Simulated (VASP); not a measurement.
# TiAl (P4/mmm) in VASP: notebook

TiAl is run at these levels: LDA; tasks: single point.

Everything below comes from runs of VASP 6.6.1. Logs are shortened: lines on timing, memory, paths and dates and some standing lists are left out, and cuts for length are marked.

### Step 1. The cell of the first run

It takes space group P4/mmm (No. 123, tetragonal). Conventional cell: a = 2.811 Å, b = 2.811 Å, c = 3.511 Å, α = 90.00°, β = 90.00°, γ = 90.00°. Within 3.6 Å of Ti (site symmetry 4/mmm) lie 8 Al at 2.65 Å and 6 Ti at 2.81 to 3.51 Å. Al (site symmetry 4/mmm) has 8 Ti at 2.65 Å and 6 Al at 2.81 to 3.51 Å within 3.6 Å.

### Step 2. Single point, LDA (13.87 Å³/atom)

INCAR

```
PREC = Accurate
ENCUT = 520
EDIFF = 1E-6
ISMEAR = 0
SIGMA = 0.15
LREAL = False
LASPH = True
NELM = 100
ALGO = Fast
ISIF = 2
LWAVE = False
LCHARG = False
GGA = CA
NBANDS = 14
```

KPOINTS

```
Automatic mesh
0
Gamma
  16 16 16
```

POSCAR

```
TiAl
1.0
    2.8109695134      0.0000000000      0.0000000000
    0.0000000000      2.8109695134      0.0000000000
    0.0000000000      0.0000000000      3.5114631162
Ti Al
1 1
Direct
    0.0000000000      0.0000000000      0.0000000000
    0.5000000000      0.5000000000      0.5000000000
```

Potentials or basis: VASP PAW LDA potentials, release 64 (Ti_sv, Al).

Command:

```bash
$ cat potpaw_LDA.64/Ti_sv/POTCAR potpaw_LDA.64/Al/POTCAR > POTCAR
$ mpirun -np 1 vasp_std > vasp.out
```

OUTCAR:

```text
PREC = Accurate
   ENCUT = 520
   EDIFF = 1E-6
   ISMEAR = 0
   LREAL = False
   LASPH = True
   NELM = 100
   ISIF = 2
   GGA = CA

 ion  position               nearest neighbor table
   1  0.000  0.000  0.000-   2 2.65   2 2.65   2 2.65   2 2.65   2 2.65   2 2.65   2 2.65   2 2.65

   2  0.500  0.500  0.500-   1 2.65   1 2.65   1 2.65   1 2.65   1 2.65   1 2.65   1 2.65   1 2.65

  LATTYP: Found a simple tetragonal cell.
 ALAT       =     2.8109695134
 C/A-ratio  =     1.2492000000

  Lattice vectors:

 A1 = (   2.8109695134,   0.0000000000,   0.0000000000)
 A2 = (   0.0000000000,   2.8109695134,   0.0000000000)
 A3 = (   0.0000000000,   0.0000000000,   3.5114631162)

Analysis of symmetry for initial positions (statically):
=====================================================================
 Subroutine PRICEL returns:
 Original cell was already a primitive cell.

 Routine SETGRP: Setting up the symmetry group for a
 simple tetragonal supercell.

 Subroutine GETGRP returns: Found 16 space group operations
 (whereof 16 operations were pure point group operations)
 out of a pool of 16 trial point group operations.

The static configuration has the point symmetry D_4h.

Analysis of symmetry for dynamics (positions and initial velocities):
=====================================================================
 Subroutine PRICEL returns:
 Original cell was already a primitive cell.

 Routine SETGRP: Setting up the symmetry group for a
 simple tetragonal supercell.

 Subroutine GETGRP returns: Found 16 space group operations
 (whereof 16 operations were pure point group operations)
 out of a pool of 16 trial point group operations.

The dynamic configuration has the point symmetry D_4h.

 Subroutine INISYM returns: Found 16 space group operations
 (whereof 16 operations are pure point group operations),
 and found     1 'primitive' translations

----------------------------------------------------------------------------------------

                                     Primitive cell

  volume of cell :      27.7460

  direct lattice vectors                    reciprocal lattice vectors
     2.810969513  0.000000000  0.000000000     0.355749145  0.000000000  0.000000000
     0.000000000  2.810969513  0.000000000     0.000000000  0.355749145  0.000000000
     0.000000000  0.000000000  3.511463116     0.000000000  0.000000000  0.284781576

  length of vectors
     2.810969513  2.810969513  3.511463116     0.355749145  0.355749145  0.284781576

[... 85 lines left out ...]
   NFREE  =      0    steps in history (QN), initial steepest desc. (CG)
   ISIF   =      2    stress and relaxation
   ISYM   =      2    0-nonsym 1-usesym 2-fastsym
   POTIM  = 0.5000    time-step for ionic-motion
   TEBEG  =    0.0;   TEEND  =   0.0 temperature during run
   PSTRESS=    0.0 pullay stress
   NELECT =      15.0000    total number of electrons
   NUPDOWN=      -1.0000    fix difference up-down
   EMIN   =  10.00;   EMAX   =-10.00  energy-range for DOS
   EFERMI =   0.00;   METHOD = LEGACY
   ISMEAR =     0;   SIGMA  =   0.15  broadening in eV -4-tet -1-fermi 0-gaus
   EFERMI_NEDOS =   21; number of points for ismear=-14 and -15
   IALGO  =     68    algorithm
   IMIX   =      4    mixing-type and parameters
     AMIX     =   0.40;   BMIX     =  1.00
     AMIX_MAG =   1.60;   BMIX_MAG =  1.00
  volume/ion in A,a.u.               =      13.87        93.62
  Fermi-wavevector in a.u.,A,eV,Ry     =   1.333640  2.520213 24.199246  1.778594
  Thomas-Fermi vector in A             =   2.462482
   LORBIT       =      0    0 simple, 1 ext, 2 COOP (PROOUT), +10 PAW based schemes
   GGA     = CA    functional components
   LHFCALC =     F    Hartree Fock is set to
   AEXX    =    0.0000 exact exchange contribution
   IVDW    =     0    specifies the selected vdW correction
   LEPSILON=     F    determine dielectric tensor
   LRPA    =     F    only Hartree local field effects (RPA)
 non-spin polarized calculation
 RMM-DIIS sequential band-by-band and
 Gauss-broadening in eV      SIGMA  =   0.15
  energy-cutoff  :      520.00
  volume of cell :       27.75
 maximum number of plane-waves:       769
 NGX is ok and might be reduce to    24
   NGX = 11   NGY = 11   NGZ = 13

 number of electron      14.9999997 magnetization

 Free energy of the ion-electron system (eV)
  ---------------------------------------------------
  ext. energy  EPLUGINS =         0.00000000
  ---------------------------------------------------
  free energy    TOTEN  =       -13.38790304 eV

  energy without entropy =      -13.36780828  energy(sigma->0) =      -13.37785566

 E-fermi :   9.8971     XC(G=0): -11.9635

 val. band max:        9.8922772937   @ k =   0.1875   0.1250   0.4375
 cond. band min:       9.8983979280   @ k =   0.3750   0.1875   0.1250
 fundamental gap:      0.0061206343
 Fermi energy:         9.8971236625

 k-point     1 :       0.0000    0.0000    0.0000
  band No.  band energies     occupation
      1     -45.7639      2.00000
      2     -22.5266      2.00000
      3     -22.1384      2.00000
      4     -22.1384      2.00000
      5       0.2499      2.00000
      6       7.9142      2.00000
      7       8.6561      2.00000
      8      11.5915      0.00000
      9      12.1266      0.00000
     10      12.1266      0.00000
     11      13.1574      0.00000
     12      17.6864      0.00000
     13      17.6864      0.00000
     14      19.6029      0.00000
[... 377 lines left out ...]
      1     -45.6861      2.00000
      2     -22.6745      2.00000
      3     -22.4524      2.00000
      4     -22.1660      2.00000
      5       4.9278      2.00000
      6       5.0640      2.00000
      7       8.7072      2.00000
      8       9.7916      1.68017
      9      10.7518      0.00000
     10      11.9008      0.00000
     11      14.6620      0.00000
     12      16.9869      0.00000
     13      18.0858      0.00000
     14      19.5586      0.00000

 [... further k-points ...]
[... 5 lines left out ...]
  --------------------------------------------------------------------------------------
  -------------------------------------------------------------------------------------
  Total        2.0467083      2.0467083      3.6067369      0.0000000      0.0000000      0.0000000
  in kB      118.1860335    118.1860335    208.2690178      0.0000000      0.0000000      0.0000000
  external PRESSURE =     148.2136949 kB  Pullay stress =       0.0000000 kB

 VOLUME and BASIS-vectors are now :
 -----------------------------------------------------------------------------
  energy-cutoff  :      520.00
  volume of cell :       27.75
      direct lattice vectors                 reciprocal lattice vectors
     2.810969513  0.000000000  0.000000000     0.355749145  0.000000000  0.000000000
     0.000000000  2.810969513  0.000000000     0.000000000  0.355749145  0.000000000
     0.000000000  0.000000000  3.511463116     0.000000000  0.000000000  0.284781576

 POSITION                                       TOTAL-FORCE (eV/Angst)
 -----------------------------------------------------------------------------------
      0.00000      0.00000      0.00000         0.000000      0.000000      0.000000
      1.40548      1.40548      1.75573         0.000000      0.000000      0.000000
 -----------------------------------------------------------------------------------
    total drift:                               -0.000000      0.000000      0.000000

  FREE ENERGIE OF THE ION-ELECTRON SYSTEM (eV)
  ---------------------------------------------------
  free  energy   TOTEN  =       -13.3879030435 eV

  energy  without entropy=      -13.3678082809  energy(sigma->0) =      -13.37785566
```

stdout:

```text
POSCAR found type information on POSCAR TiAl
 POSCAR found :  2 types and       2 ions
 scaLAPACK will be used
 LDA part: xc-table for (Slater(with rela. corr.)+CA(PZ))
 , standard interpolation
 POSCAR, INCAR and KPOINTS ok, starting setup
 FFT: planning ... GRIDC
 FFT: planning ... GRID_SOFT
 FFT: planning ... GRID
 WAVECAR not read
 entering main loop
WARNING in EDDRMM: call to ZHEGV failed, returncode =   8  4     14
WARNING in EDDRMM: call to ZHEGV failed, returncode =   8  4     14
WARNING in EDDRMM: call to ZHEGV failed, returncode =   8  4     10
WARNING in EDDRMM: call to ZHEGV failed, returncode =   6  3     10
WARNING in EDDRMM: call to ZHEGV failed, returncode =   6  3      5
WARNING in EDDRMM: call to ZHEGV failed, returncode =   6  3      5
WARNING in EDDRMM: call to ZHEGV failed, returncode =   6  3      5
```

Wall time 3.1 min (1 thread of Intel Xeon 6975P-C (Granite Rapids), shared host); peak memory 0.27 GiB.

What came out:

| Item | Value |
| --- | --- |
| Free energy | -13.3879 eV |
| Pressure | 14.8 GPa |
| Band gap on the k mesh | zero (an odd number of electrons rules out a gap without spin polarisation) |

Caveat: the cell stands under pressure.

### Step 3. Single point, LDA (13.87 Å³/atom)

INCAR

```
SYSTEM = TiAl
PREC = Accurate ; ENCUT = 520
EDIFF = 1E-6 ; ISMEAR = 0
SIGMA = 0.15 ; LREAL = .False.
LASPH = .True. ; NELM = 80
ALGO = Fast ; ISIF = 2
LWAVE = .False. ; LCHARG = .False.
NBANDS = 14
```

KPOINTS

```
regular mesh
0
Gamma
  16 16 16
  0 0 0
```

POSCAR

```
TiAl
1.0
    3.1417694680      0.0000000000      0.0000000000
    0.0000000000      3.1417694680      0.0000000000
    0.0000000000      0.0000000000      2.8109411430
Ti Al
1 1
Direct
    0.0000000000      0.0000000000      0.0000000000
    0.5000000000      0.5000000000      0.5000000000
```

Potentials or basis: VASP PAW LDA potentials, release 64 (Ti_sv, Al).

Command:

```bash
$ cat potpaw_LDA.64/Ti_sv/POTCAR potpaw_LDA.64/Al/POTCAR > POTCAR
$ mpirun -np 1 vasp_std > vasp.out
```

Run time: 2.4 min. Hardware: 1 thread of Intel Xeon 6975P-C (Granite Rapids), shared host; peak memory 0.26 GiB.

Results (log left out):

| Property | Result |
| --- | --- |
| Free energy | -13.2061 eV |
| Pressure | 15.0 GPa |
| Band gap on the k mesh | zero (an odd number of electrons rules out a gap without spin polarisation) |

Stress tensor (GPa, compression positive):
```
15.21  0.00  0.00
 0.00 15.21  0.00
 0.00  0.00 14.66
```

Levels at points of the mesh, in eV from the Fermi level:
```tsv
k point	band 5	band 6	band 7	band 8	band 9	band 10
(0.00, 0.00, 0.00)	-9.78	-1.91	-1.60	1.73	2.48	2.48
(0.50, 0.00, 0.00)	-6.45	-5.55	-0.79	-0.30	1.20	2.67
(0.50, 0.50, 0.00)	-5.84	-2.34	-2.34	-1.70	1.55	1.55
(0.00, 0.00, 0.50)	-5.28	-5.21	-0.40	-0.23	-0.23	2.20
(0.50, 0.00, 0.50)	-5.08	-2.09	-1.44	-1.30	0.32	0.67
(0.50, 0.50, 0.50)	-3.46	-3.46	-3.43	1.64	3.18	3.35
```

Caveat: the cell stands under pressure.

### Step 4. Single point, LDA (14.33 Å³/atom)

This run uses another cell than the first one, of 14.33 Å³/atom.

INCAR

```
SYSTEM = TiAl
ALGO = Fast ; EDIFF = 1E-6
ENCUT = 520 ; ISIF = 2
ISMEAR = 0 ; LASPH = .TRUE.
LCHARG = .FALSE. ; LREAL = .FALSE.
LWAVE = .FALSE. ; NBANDS = 14
NELM = 100 ; PREC = Accurate
SIGMA = 0.15
```

KPOINTS

```
k-points
0
G
  16 16 16
  0 0 0
```

POSCAR

```
TiAl
1.0
    2.6877997166      0.0000000000      0.0000000000
    0.0000000000      2.6877997166      0.0000000000
    0.0000000000      0.0000000000      3.9674611617
Ti Al
1 1
Direct
    0.0000000000      0.0000000000      0.0000000000
    0.5000000000      0.5000000000      0.5000000000
```

Potentials or basis: VASP PAW LDA potentials, release 64 (Ti_sv, Al).

Command:

```bash
$ cat potpaw_LDA.64/Ti_sv/POTCAR potpaw_LDA.64/Al/POTCAR > POTCAR
$ mpirun -np 1 vasp_std > vasp.out
```

OUTCAR:

```text
SYSTEM = TiAl
   EDIFF = 1E-6
   ENCUT = 520
   ISIF = 2
   ISMEAR = 0
   LASPH = .TRUE.
   LREAL = .FALSE.
   NELM = 100
   PREC = Accurate

 ion  position               nearest neighbor table
   1  0.000  0.000  0.000-   2 2.75   2 2.75   2 2.75   2 2.75   2 2.75   2 2.75   2 2.75   2 2.75

   2  0.500  0.500  0.500-   1 2.75   1 2.75   1 2.75   1 2.75   1 2.75   1 2.75   1 2.75   1 2.75

  LATTYP: Found a simple tetragonal cell.
 ALAT       =     2.6877997166
 C/A-ratio  =     1.4761000000

  Lattice vectors:

 A1 = (   2.6877997166,   0.0000000000,   0.0000000000)
 A2 = (   0.0000000000,   2.6877997166,   0.0000000000)
 A3 = (   0.0000000000,   0.0000000000,   3.9674611617)

Analysis of symmetry for initial positions (statically):
=====================================================================
 Subroutine PRICEL returns:
 Original cell was already a primitive cell.

 Routine SETGRP: Setting up the symmetry group for a
 simple tetragonal supercell.

 Subroutine GETGRP returns: Found 16 space group operations
 (whereof 16 operations were pure point group operations)
 out of a pool of 16 trial point group operations.

The static configuration has the point symmetry D_4h.

[... 169 lines left out ...]
 k-point     1 :       0.0000    0.0000    0.0000
  band No.  band energies     occupation
      1     -46.2406      2.00000
      2     -23.0337      2.00000
      3     -22.4493      2.00000
      4     -22.4493      2.00000
      5      -0.1387      2.00000
      6       7.2575      2.00000
      7       8.3943      2.00000
      8       9.0411      1.99973
      9      11.9477      0.00000
     10      11.9477      0.00000
     11      13.2812      0.00000
     12      16.2711      0.00000
     13      18.9803      0.00000
     14      18.9807      0.00000
[... 377 lines left out ...]
      1     -46.1175      2.00000
      2     -23.2024      2.00000
      3     -22.9201      2.00000
      4     -22.4889      2.00000
      5       4.9225      2.00000
      6       5.1158      2.00000
      7       7.5601      2.00000
      8       9.5153      0.40699
      9      10.7175      0.00000
     10      11.4707      0.00000
     11      14.4682      0.00000
     12      15.9770      0.00000
     13      16.0506      0.00000
     14      18.2430      0.00000

 [... further k-points ...]
[... 5 lines left out ...]
  --------------------------------------------------------------------------------------
  -------------------------------------------------------------------------------------
  Total        1.8237278      1.8237278      1.5038829      0.0000000      0.0000000      0.0000000
  in kB      101.9445744    101.9445744     84.0655604      0.0000000      0.0000000      0.0000000
  external PRESSURE =      95.9849031 kB  Pullay stress =       0.0000000 kB

 VOLUME and BASIS-vectors are now :
 -----------------------------------------------------------------------------
  energy-cutoff  :      520.00
  volume of cell :       28.66
      direct lattice vectors                 reciprocal lattice vectors
     2.687799717  0.000000000  0.000000000     0.372051531  0.000000000  0.000000000
     0.000000000  2.687799717  0.000000000     0.000000000  0.372051531  0.000000000
     0.000000000  0.000000000  3.967461162     0.000000000  0.000000000  0.252050356

 POSITION                                       TOTAL-FORCE (eV/Angst)
 -----------------------------------------------------------------------------------
      0.00000      0.00000      0.00000         0.000000      0.000000      0.000000
      1.34390      1.34390      1.98373         0.000000      0.000000      0.000000
 -----------------------------------------------------------------------------------
    total drift:                               -0.000000      0.000000     -0.000000

  FREE ENERGIE OF THE ION-ELECTRON SYSTEM (eV)
  ---------------------------------------------------
  free  energy   TOTEN  =       -13.5370953503 eV

  energy  without entropy=      -13.5176441429  energy(sigma->0) =      -13.52736975
```

OSZICAR:

```text
N       E                     dE             d eps       ncg     rms          rms(c)
DAV:   1     0.101116996703E+03    0.10112E+03   -0.71351E+03 11352   0.111E+03
DAV:   2    -0.938862513910E+01   -0.11051E+03   -0.10575E+03 11658   0.305E+02
DAV:   3    -0.147876410637E+02   -0.53990E+01   -0.52673E+01 16694   0.652E+01
[... 15 lines left out ...]
RMM:  19    -0.135370893547E+02   -0.32399E-05   -0.38324E-05 14324   0.384E-02    0.315E-02
RMM:  20    -0.135370920582E+02   -0.27034E-05   -0.38599E-05 14799   0.414E-02    0.112E-02
RMM:  21    -0.135370935017E+02   -0.14436E-05   -0.14921E-05 12871   0.236E-02    0.377E-03
RMM:  22    -0.135370947137E+02   -0.12119E-05   -0.12316E-05 11108   0.163E-02    0.140E-03
RMM:  23    -0.135370953503E+02   -0.63668E-06   -0.62443E-06  9903   0.123E-02
   1 F= -.13537095E+02 E0= -.13527370E+02  d E =-.194512E-01
```

stdout:

```text
POSCAR found type information on POSCAR TiAl
 POSCAR found :  2 types and       2 ions
 scaLAPACK will be used
 LDA part: xc-table for (Slater(with rela. corr.)+CA(PZ))
 , standard interpolation
 POSCAR, INCAR and KPOINTS ok, starting setup
 FFT: planning ... GRIDC
 FFT: planning ... GRID_SOFT
 FFT: planning ... GRID
 WAVECAR not read
 entering main loop
WARNING in EDDRMM: call to ZHEGV failed, returncode =   8  4     12
WARNING in EDDRMM: call to ZHEGV failed, returncode =   8  4     10
WARNING in EDDRMM: call to ZHEGV failed, returncode =   8  4      9
WARNING in EDDRMM: call to ZHEGV failed, returncode =   8  4     12
WARNING in EDDRMM: call to ZHEGV failed, returncode =   8  4      6
WARNING in EDDRMM: call to ZHEGV failed, returncode =   6  3      5
WARNING in EDDRMM: call to ZHEGV failed, returncode =   6  3      9
WARNING in EDDRMM: call to ZHEGV failed, returncode =   6  3      5
WARNING in EDDRMM: call to ZHEGV failed, returncode =   8  4     13
WARNING in EDDRMM: call to ZHEGV failed, returncode =   6  3      6
```

Run time: 3.4 min. Hardware: 1 thread of Intel Xeon 6975P-C (Granite Rapids), shared host; peak memory 0.26 GiB.

Results:

```
Free energy            : -13.5371 eV
Pressure               : 9.6 GPa
Band gap on the k mesh : zero (an odd number of electrons rules out a gap without spin polarisation)
```

Stress tensor (GPa, compression positive):
```
10.19  0.00  0.00
 0.00 10.19  0.00
 0.00  0.00  8.41
```

Levels at points of the mesh, in eV from the Fermi level:
```tsv
k point	band 4	band 5	band 6	band 7	band 8	band 9	band 10	band 11	band 12	band 13
(0.00, 0.00, 0.00)	-31.88	-9.57	-2.17	-1.03	-0.39	2.52	2.52	3.85	6.84	9.55
(0.50, 0.00, 0.00)	-31.81	-4.83	-4.47	-2.06	-0.33	1.97	2.97	5.22	5.38	5.73
(0.50, 0.50, 0.00)	-32.27	-3.51	-0.49	-0.38	-0.38	-0.23	-0.23	5.05	6.04	6.53
(0.00, 0.00, 0.50)	-31.88	-7.99	-5.48	-0.86	0.49	2.16	2.16	3.87	8.35	9.56
(0.50, 0.00, 0.50)	-31.81	-5.23	-3.12	-1.22	-0.86	1.41	2.01	2.72	4.34	6.73
(0.50, 0.50, 0.50)	-32.29	-2.94	-2.48	-2.48	2.41	2.55	2.82	4.89	4.89	5.58
```

Caveat: the cell stands under pressure.

### Step 5. Summary

```csv
cell,gap on the mesh (eV),pressure (GPa)
"a = 2.811, b = 2.811, c = 3.511 Å, 2 atoms",none,14.8
"a = 3.142, b = 3.142, c = 2.811 Å, 2 atoms",none,15.0
"a = 2.688, b = 2.688, c = 3.967 Å, 2 atoms",none,9.6
```

Alike in all rows: task single point; level LDA; potentials or basis VASP PAW LDA potentials, release 64 (Ti_sv, Al); no spin polarisation; k mesh 16 × 16 × 16; cutoff (eV) 520; smearing gaussian 0.15 eV.

Caveats: the cell stands under pressure.

Absolute energies hang on the potentials; compare differences alone.
